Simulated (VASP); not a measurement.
A run of VASP 6.6.1 is set up as follows.

Contents of INCAR:

```
PREC = Accurate
ENCUT = 600
EDIFF = 1E-7
ISMEAR = 0
SIGMA = 0.2
LREAL = False
LASPH = True
NELM = 200
ALGO = Normal
ISIF = 3
LWAVE = False
LCHARG = False
ISPIN = 2
MAGMOM = 0 3 0 0 0 0 0
LORBIT = 11
LMAXMIX = 4
GGA = PE
IBRION = 2
NSW = 36
EDIFFG = -0.08
GGA_COMPAT = False
NELMIN = 4
```

KPOINTS

```
Automatic mesh
0
Gamma
  4 4 3
```

The input POSCAR:

```
ZrCrC5
1.0
    4.3309276600      0.0000000000      0.0000000000
   -2.1654638300      3.7506933700      0.0000000000
    0.0000000000      0.0000000000      6.4034800300
Zr Cr C
1 1 5
Direct
    0.0000000000      0.0000000000      0.0000000000
    0.0000000000      0.0000000000      0.5000000000
    0.5000000000      0.0000000000      0.0000000000
    0.0000000000      0.5000000000      0.0000000000
    0.5000000000      0.5000000000      0.0000000000
    0.3333333300      0.6666666700      0.0000000000
    0.6666666700      0.3333333300      0.0000000000
```

Potentials or basis: VASP PAW PBE potentials, release 64 (Zr_sv, Cr_pv, C).

Launch:

```sh
$ cat potpaw_PBE.64/Zr_sv/POTCAR potpaw_PBE.64/Cr_pv/POTCAR potpaw_PBE.64/C/POTCAR > POTCAR
$ mpirun -np 1 vasp_std > vasp.out
```

(1) What does it give for the space group after relaxing (to 0.1 Å)?

(2) Estimate the site moments.

(3) What does it give for the net moment?

(4) Estimate the relaxed cell.

Results:

(1) P6/mmm (No. 191).

(2) Zr +0.08; Cr -4.11; C +0.06, -0.03 (each value once) μB.

(3) -4.54 μB per cell.

(4) a = 4.883 Å, b = 4.883 Å, c = 5.767 Å, α = 90.00°, β = 90.00°, γ = 120.00°.

Caveat: the k points lie up to 0.37 Å⁻¹ apart in the final cell.
